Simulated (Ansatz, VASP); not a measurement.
**ScPt in VASP and in Ansatz**

```xyz
2
Lattice="3.3027 0.0000 0.0000 0.0000 3.3027 0.0000 0.0000 0.0000 3.2700" Properties=species:S:1:pos:R:3 pbc="T T T"
Sc    1.6514    1.6514    1.6350
Pt    0.0000    0.0000    0.0000
```

Change from the starting cell: equal xx and yy strain of +1 %.

Alike in both runs: task single point; functional LDA; k mesh 10 × 10 × 10; occupations fermi-dirac, width 0.05 eV; no spin polarisation.

|  | VASP | Ansatz |
| --- | --- | --- |
| version | VASP 6.6.1 | Ansatz 0.2.0 |
| potentials or method | VASP PAW LDA potentials, release 64 (Sc_sv, Pt), cutoff 520 eV | all-electron LAPW, scalar-relativistic |

|  | VASP | Ansatz | Ansatz less VASP |
| --- | --- | --- | --- |
| pressure (GPa) | -7.5 | -8.0 | -0.55 |

LDA's correlation is that of Perdew and Zunger in VASP and of Perdew and Wang (1992) in Ansatz. Ansatz ran all-electron here, and VASP with PAW potentials.

Neither program's run includes spin-orbit coupling.
